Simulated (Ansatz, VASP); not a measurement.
## Two plane-wave programs on BP

INCAR

```
SYSTEM = BP
PREC = Accurate
ENCUT = 520
EDIFF = 1E-6
ISMEAR = 0
SIGMA = 0.05
LREAL = .FALSE.
LASPH = .TRUE.
NELM = 100
ALGO = Normal
ISIF = 2
LWAVE = .FALSE.
LCHARG = .TRUE.
GGA = PS
LELF = .TRUE.
LVHAR = .TRUE.
NBANDS = 11
```

KPOINTS

```
regular mesh
0
G
  12 12 12
  0 0 0
```

POSCAR

```
BP
1.0
    0.0000000000      2.2599777129      2.2599777129
    2.2599777129      0.0000000000      2.2599777129
    2.2599777129      2.2599777129      0.0000000000
B P
1 1
Direct
    0.0000000000      0.0000000000      0.0000000000
    0.7500000000      0.7500000000      0.7500000000
```

Input for Ansatz:

```yaml
crystal:
  lattice:
    - [0.0, 2.2599777129, 2.2599777129]
    - [2.2599777129, 0.0, 2.2599777129]
    - [2.2599777129, 2.2599777129, 0.0]
  atoms:
    - { symbol: B, position: [0.0, 0.0, 0.0] }
    - { symbol: P, position: [0.75, 0.75, 0.75] }
basis:
  ecutwfc: 520.0
kpoints:
  mp_grid: { grid: [12, 12, 12] }
hamiltonian:
  xc: pbesol
scf:
  occupations: { method: gaussian, width: 0.05 }
output:
  forces: true
  stress: true
  eigenvalues: true
  write_density: true
  write_potential: true
  elf: true
  volumetric_format: npy
```

Alike in both runs: task single point; functional PBEsol; k mesh 12 × 12 × 12; occupations gaussian, width 0.05 eV; no spin polarisation.

|  | VASP | Ansatz |
| --- | --- | --- |
| version | VASP 6.6.1 | Ansatz 0.2.0 |
| potentials or method | VASP PAW PBE potentials, release 64 (B, P), cutoff 520 eV | scalar-relativistic, plane waves, PAW |
| valence electrons in the cell | 8 | 8 |

Ansatz gave:

| Property | Result |
| --- | --- |
| gap on the k mesh at the Fermi level (eV) | 1.11 |
| least direct gap on the mesh (eV) | 3.38 |
| pressure (GPa) | 0.0 |

**Question.** What did VASP give for the same quantities?

**Answer.** gap on the k mesh at the Fermi level (eV): 1.11; least direct gap on the mesh (eV): 3.37; pressure (GPa): 0.1.

VASP's potentials were made for PBE, not for PBEsol.
